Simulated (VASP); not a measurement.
# Cu (I4/mmm) in VASP: a series of runs, part 2 of 2

VASP 6.6.1. Earlier steps stand in the parts before.

## Step 4: Single point, r2SCAN (strain +0.000 along x and y, -0.015 along z)

POSCAR reads:

```
Cu
1.0
   -1.4427933200      1.4427933200      1.3554402282
    1.4427933200     -1.4427933200      1.3554402282
    1.4427933200      1.4427933200     -1.3554402282
Cu
1
Direct
    0.0000000000      0.0000000000      0.0000000000
```

INCAR.step1 reads:

```
ALGO = Normal ; EDIFF = 1E-4
ENCUT = 520 ; GGA = PE
ISMEAR = 0 ; LASPH = True
LCHARG = False ; LREAL = False
LWAVE = True ; NBANDS = 12
NELM = 80 ; PREC = Accurate
SIGMA = 0.15
```

INCAR.step2 reads:

```
ALGO = Normal ; EDIFF = 1E-6
ENCUT = 520 ; ISIF = 2
ISMEAR = 0 ; ISTART = 1
LASPH = True ; LCHARG = False
LMIXTAU = True ; LREAL = False
LWAVE = False ; METAGGA = R2SCAN
NBANDS = 12 ; NELM = 80
PREC = Accurate ; SIGMA = 0.15
```

KPOINTS reads:

```
k-points
0
Gamma
  24 24 24
```

Potentials or basis: VASP PAW PBE potentials, release 64 (Cu).

On the command line:

```console
> cat potpaw_PBE.64/Cu/POTCAR > POTCAR
> cp INCAR.step1 INCAR
> mpirun -np 1 vasp_std > vasp.out
> cp INCAR.step2 INCAR
> mpirun -np 1 vasp_std > vasp.out
```

OUTCAR:

```text
EDIFF = 1E-6
   ENCUT = 520
   ISIF = 2
   ISMEAR = 0
   ISTART = 1
   LASPH = True
   LREAL = False
   METAGGA = R2SCAN
   NELM = 80
   PREC = Accurate

 ion  position               nearest neighbor table
   1  0.000  0.000  0.000-

  LATTYP: Found a body centered tetragonal cell.
 ALAT       =     2.8855866400
 C/A-ratio  =     0.9394555751

  Lattice vectors:

 A1 = (  -1.4427933200,   1.4427933200,   1.3554402282)
 A2 = (   1.4427933200,  -1.4427933200,   1.3554402282)
 A3 = (   1.4427933200,   1.4427933200,  -1.3554402282)

Analysis of symmetry for initial positions (statically):
=====================================================================
 Subroutine PRICEL returns:
 Original cell was already a primitive cell.

 Routine SETGRP: Setting up the symmetry group for a
 body centered tetragonal supercell.

 Subroutine GETGRP returns: Found 16 space group operations
 (whereof 16 operations were pure point group operations)
 out of a pool of 16 trial point group operations.

The static configuration has the point symmetry D_4h.

Analysis of symmetry for dynamics (positions and initial velocities):
=====================================================================
 Subroutine PRICEL returns:
 Original cell was already a primitive cell.

 Routine SETGRP: Setting up the symmetry group for a
 body centered tetragonal supercell.

 Subroutine GETGRP returns: Found 16 space group operations
 (whereof 16 operations were pure point group operations)
 out of a pool of 16 trial point group operations.

The dynamic configuration has the point symmetry D_4h.

 Subroutine INISYM returns: Found 16 space group operations
 (whereof 16 operations are pure point group operations),
 and found     1 'primitive' translations

[... 114 lines left out ...]
  Fermi-wavevector in a.u.,A,eV,Ry     =   1.623141  3.067291 35.845719  2.634586
  Thomas-Fermi vector in A             =   2.716639
   LORBIT       =      0    0 simple, 1 ext, 2 COOP (PROOUT), +10 PAW based schemes
   METAGGA = R2SCAN    functional components
   LHFCALC =     F    Hartree Fock is set to
   AEXX    =    0.0000 exact exchange contribution
   IVDW    =     0    specifies the selected vdW correction
   LEPSILON=     F    determine dielectric tensor
   LRPA    =     F    only Hartree local field effects (RPA)
 non-spin polarized calculation
 Gauss-broadening in eV      SIGMA  =   0.15
  energy-cutoff  :      520.00
  volume of cell :       11.29
 maximum number of plane-waves:       317
   NGX =  9   NGY =  9   NGZ =  9

 number of electron      11.0000010 magnetization

 Free energy of the ion-electron system (eV)
  ---------------------------------------------------
  ext. energy  EPLUGINS =         0.00000000
  ---------------------------------------------------
  free energy    TOTEN  =       -10.78909914 eV

  energy without entropy =      -10.78491563  energy(sigma->0) =      -10.78700739

 E-fermi :   7.9743     XC(G=0): -14.0562

 val. band max:        7.9726499872   @ k =   0.1667   0.1667   0.1667
 cond. band min:       7.9775928061   @ k =   0.5000   0.1250   0.0833
 fundamental gap:      0.0049428189
 Fermi energy:         7.9743248427

 k-point     1 :       0.0000    0.0000    0.0000
  band No.  band energies     occupation
      1      -2.0601      2.00000
      2       4.4379      2.00000
      3       4.7033      2.00000
      4       4.7035      2.00000
      5       5.5236      2.00000
      6       5.8017      2.00000
      7      33.7674      0.00000
      8      33.7674      0.00000
      9      35.5808      0.00000
     10      38.1884      0.00000
     11      38.3414      0.00000
     12      38.6395      0.00000
[... 331 lines left out ...]
 k-point    24 :       0.4583    0.0417    0.0000
  band No.  band energies     occupation
      1       2.5429      2.00000
      2       3.7263      2.00000
      3       5.6190      2.00000
      4       5.8873      2.00000
      5       6.3404      2.00000
      6       7.6016      1.99956
      7      13.2165      0.00000
      8      25.4899      0.00000
      9      26.2935      0.00000
     10      30.6897      0.00000
     11      33.9887      0.00000
     12      43.1567      0.00000

 [... further k-points ...]

------------------------ aborting loop because EDIFF is reached ----------------------------------------

  FORCE on cell =-STRESS in cart. coord.  units (eV):
  Direction    XX          YY          ZZ          XY          YZ          ZX
  --------------------------------------------------------------------------------------
  -------------------------------------------------------------------------------------
  Total        0.2445755      0.2445755      0.2631905      0.0000000      0.0000000      0.0000000
  in kB       34.7196192     34.7196192     37.3621817      0.0000000      0.0000000      0.0000000
  external PRESSURE =      35.6004733 kB  Pullay stress =       0.0000000 kB

 VOLUME and BASIS-vectors are now :
 -----------------------------------------------------------------------------
  energy-cutoff  :      520.00
  volume of cell :       11.29
      direct lattice vectors                 reciprocal lattice vectors
    -1.442793320  1.442793320  1.355440228     0.000000000  0.346549983  0.368883843
     1.442793320 -1.442793320  1.355440228     0.346549983  0.000000000  0.368883843
     1.442793320  1.442793320 -1.355440228     0.346549983  0.346549983  0.000000000

 POSITION                                       TOTAL-FORCE (eV/Angst)
 -----------------------------------------------------------------------------------
      0.00000      0.00000      0.00000         0.000000      0.000000     -0.000000
 -----------------------------------------------------------------------------------
    total drift:                                0.000000      0.000000      0.000000

  FREE ENERGIE OF THE ION-ELECTRON SYSTEM (eV)
  ---------------------------------------------------
  free  energy   TOTEN  =       -10.7890991373 eV

  energy  without entropy=      -10.7849156331  energy(sigma->0) =      -10.78700739
```

Wall time 9 min (1 thread of Intel Xeon 8259CL, shared host); peak memory 0.24 GiB.

What came out:

- Free energy: -10.7891 eV
- Pressure: 3.6 GPa
- Band gap on the k mesh: zero (an odd number of electrons rules out a gap without spin polarisation)

Stress tensor (GPa, compression positive):
```
3.47 0.00 0.00
0.00 3.47 0.00
0.00 0.00 3.74
```

Caveat: the cell differs from its parent crystal (strain +0.000 along x and y, -0.015 along z); the cell stands under pressure; the PAW data sets were made with another functional, which shifts forces and pressure a little.

## Step 5: The runs side by side

| cell | gap on the mesh (eV) | pressure (GPa) |
| --- | --- | --- |
| a = 2.422 Å, angles 109.4, 109.4, 109.6°, 1 atom | none | 9.3 |
| a = 2.436 Å, angles 108.6, 108.6, 111.2°, 1 atom | none | 6.2 |
| a = 2.450 Å, angles 107.8, 107.8, 112.8°, 1 atom | none | 3.6 |

Alike in all rows: task single point; level r2SCAN; potentials or basis VASP PAW PBE potentials, release 64 (Cu); no spin polarisation; k mesh 24 × 24 × 24; cutoff (eV) 520; smearing gaussian 0.15 eV.

Caveats: the cell stands under pressure; the PAW data sets were made with another functional, which shifts forces and pressure a little.

Absolute energies hang on the potentials; compare differences alone.
